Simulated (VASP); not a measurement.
The system is Mo.

```xyz
1
Lattice="-1.5814 1.5814 1.5814 1.5814 -1.5814 1.5814 1.5814 1.5814 -1.5814" Properties=species:S:1:pos:R:3 pbc="T T T"
Mo    0.0000    0.0000    0.0000
```

Base run:

* Program: VASP 6.6.1
* Functional: PBE
* Potentials or basis: VASP PAW PBE potentials, release 64 (Mo_sv)
* Cutoff: 520 eV
* k mesh: 14 × 14 × 14
* Occupations: methfessel-paxton, width 1 eV
* Spin: no spin polarisation

Its results: band gap on the k mesh zero (band 7 reaches 16.31 eV, above the bottom of band 8 at 11.06 eV); pressure -0.8 GPa.

The run is repeated on the same cell with these changes: occupations from methfessel-paxton, width 1 eV to methfessel-paxton, width 0.03 eV. What comes out?

Band gap on the k mesh zero (band 7 reaches 16.30 eV, above the bottom of band 8 at 11.05 eV); pressure 0.7 GPa.
